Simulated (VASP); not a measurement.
Input of a VASP 6.6.1 run:

File INCAR:

```
SYSTEM = Cu
PREC = Accurate ; ENCUT = 700
EDIFF = 1E-6 ; ISMEAR = -1
SIGMA = 0.05 ; LREAL = .FALSE.
LASPH = .TRUE. ; NELM = 120
ALGO = Normal ; ISIF = 2
LWAVE = .FALSE. ; LCHARG = .TRUE.
GGA = PS ; LELF = .TRUE.
LVHAR = .TRUE. ; NBANDS = 26
GGA_COMPAT = .FALSE.
```

KPOINTS

```
regular mesh
0
G
  11 11 11
  0 0 0
```

The input POSCAR:

```
Cu
1.0
    1.2102858349     -3.9496901055      0.0000000000
    1.2102858349      3.9496901055      0.0000000000
    0.0000000000      0.0000000000      2.4588809590
Cu
2
Direct
    0.8661333500      0.1338666500      0.7500000000
    0.1338666500      0.8661333500      0.2500000000
```

Potentials or basis: VASP PAW PBE potentials, release 64 (Cu_sv_GW).

The run is started by

```console
$ cat potpaw_PBE.64/Cu_sv_GW/POTCAR > POTCAR
$ mpirun -np 1 vasp_std > vasp.out
```

**Question.** What does it give for the pressure?

**Answer.** -3.2 GPa.

**Question.** Estimate the band gap on the k mesh.

**Answer.** Zero (band 19 reaches 11.24 eV, above the bottom of band 20 at 5.86 eV).

Stress tensor (GPa, compression positive):
```
-3.11  0.00  0.00
 0.00 -3.84  0.00
 0.00  0.00 -2.73
```

Caveat: the PAW data sets were made with another functional, which shifts forces and pressure a little.
